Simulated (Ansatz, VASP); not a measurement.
**Two plane-wave programs on Ge**

```
CELL_PARAMETERS angstrom
1.39715 -2.60052 0.00000
1.39715 2.60052 0.00000
0.00000 0.00000 2.65776
ATOMIC_POSITIONS crystal
Ge 0.50000 0.50000 0.00000
```

Change from the starting cell: strain +0.000 along x and y, -0.015 along z, atoms carried along.

Alike in both runs: task single point; functional r2SCAN; k mesh 20 × 20 × 18; occupations gaussian, width 0.15 eV; no spin polarisation.

|  | VASP | Ansatz |
| --- | --- | --- |
| version | VASP 6.6.1 | Ansatz 0.2.0 |
| potentials or method | VASP PAW PBE potentials, release 64 (Ge_d), cutoff 520 eV | scalar-relativistic, plane waves, PAW |
| valence electrons in the cell | 14 | 14 |

```tsv
	VASP	Ansatz	Ansatz less VASP
gap on the k mesh at the Fermi level (eV)	none	none	-
pressure (GPa)	-2.3	-2.1	+0.19
traceless stress, the component that is largest in VASP (GPa)	1.60	1.57	-0.030
```

VASP's potentials were made for PBE, not for r2SCAN. A gap of «none» marks a metal or a gap that the smearing closes.
